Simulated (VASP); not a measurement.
Os: single point with LDA

The system is Os.

```
Os
1.0
     2.71752    0.00000    0.00000
    -1.35876    2.35345    0.00000
     0.00000    0.00000    4.28446
Os
2
Direct
  0.33333 0.66667 0.25000
  0.66667 0.33333 0.75000
```

| Item | Value |
| --- | --- |
| Program | VASP 6.6.1 |
| Task | single point |
| Functional | LDA |
| Potentials or basis | VASP PAW LDA potentials, release 64 (Os_sv_GW) |
| Cutoff | 560 eV |
| k mesh | 13 × 13 × 8 |
| Occupations | gaussian, width 0.2 eV |
| Spin | no spin polarisation |
| Dipole correction | no |
| Further INCAR settings | ALGO = Normal; EDIFF = 1e-06; NBANDS = 23 |

* Pressure: 0.5 GPa
* Band gap on the k mesh: zero (bands 16 and 17 overlap by 3.96 eV)

Stress tensor (GPa, compression positive):
```
 0.77  0.00  0.00
 0.00  0.77  0.00
 0.00  0.00 -0.08
```

Levels at points of the mesh, in eV from the Fermi level:
```
           k point  band 14  band 15  band 16  band 17  band 18  band 19
(0.00, 0.00, 0.00)    -2.35    -2.35    -1.70    -1.70     0.11     1.68
(0.00, 0.00, 0.50)    -3.43    -3.43    -3.43     0.88     0.88     0.88
```

Run time: 33 s on 1 thread of AMD EPYC 9R45 96-Core Processor (Zen 5), on a shared host, peak memory 0.16 GiB.

Caveat: spin-orbit coupling is left out, which moves the levels of the heavy elements.
